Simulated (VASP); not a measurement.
Hg, 1 atom in the cell. It takes space group Im-3m (No. 229, cubic). Conventional cell: a = 3.892 Å, b = 3.892 Å, c = 3.892 Å, α = 90.00°, β = 90.00°, γ = 90.00°. Hg (site symmetry m-3m) has 14 Hg at 3.37 to 3.89 Å within 4.4 Å. 

* Program: VASP 6.6.1
* Task: single point
* Functional: PBE
* Potentials or basis: VASP PAW PBE potentials, release 64 (Hg)
* Cutoff: 520 eV
* k mesh: 15 × 15 × 15
* Occupations: fermi-dirac, width 0.05 eV
* Spin: no spin polarisation
* Dipole correction: no
* Further INCAR settings: ALGO = Normal; EDIFF = 1e-06; NBANDS = 12

Potentials or basis: VASP PAW PBE potentials, release 64 (Hg).

Run with:

```bash
$ cat potpaw_PBE.64/Hg/POTCAR > POTCAR
$ mpirun -np 1 vasp_std > vasp.out
```

Hardware: 1 thread of Intel Xeon 6975P-C, with other jobs on the host.

Task: Estimate the wall time of this run.

Result: It took 17 s on 1 thread of Intel Xeon 6975P-C (shared host), peak memory 0.18 GiB. Counts: scf iterations 11, k points 120.
